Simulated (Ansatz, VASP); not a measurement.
## BP: VASP beside Ansatz

```
B P
1.0
     0.00000    2.28274    2.24954
     2.28274    0.00000    2.24954
     2.28274    2.28274    0.00000
B P
1 1
Direct
  0.00000 0.00000 0.00000
  0.25000 0.25000 0.25000
```

Change from the starting cell: strained cell.

Alike in both runs: task relaxation of the atoms; functional PBEsol; k mesh 8 × 8 × 8; occupations gaussian, width 0.02 eV; no spin polarisation.

|  | VASP | Ansatz |
| --- | --- | --- |
| version | VASP 6.6.1 | Ansatz 0.2.0 |
| potentials or method | VASP PAW PBE potentials, release 64 (B, P), cutoff 450 eV | scalar-relativistic, plane waves, PAW |
| valence electrons in the cell | 8 | 8 |

```csv
,VASP,Ansatz,Ansatz less VASP
"gap on the k mesh at the Fermi level, each at its own relaxed structure (eV)",0.95,0.95,+0.004
```

VASP's potentials were made for PBE, not for PBEsol, and Ansatz warns of the same on its side. Ansatz's warnings: stress scf threshold loose.

Noted on VASP's run: the relaxation stopped at its first step, so nothing moved.
